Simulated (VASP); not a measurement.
The system is InP.

```
In P
1.0
     0.00000    2.87068    2.87068
     2.87068    0.00000    2.87068
     2.87068    2.87068    0.00000
In P
1 1
Direct
  0.00000 0.00000 0.00000
  0.75000 0.75000 0.75000
```

Program: VASP 6.6.1. Alike in all runs: task single point; potentials or basis VASP PAW PBE potentials, release 64 (In_d, P); no spin polarisation; cell as given; k mesh 8 × 8 × 8; cutoff (eV) 520; smearing fermi-dirac 0.05 eV.

Question: Order these runs on this cell by their pressure, lowest first.
A. level SVWN5
B. level revPBE
C. level PBE exchange alone
D. level RPBE+D4

Answer: A (3.5 GPa), D (5.6 GPa), B (10.0 GPa), C (18.5 GPa).

Caveats: the PAW data sets were made with another functional, which shifts forces and pressure a little (some runs).
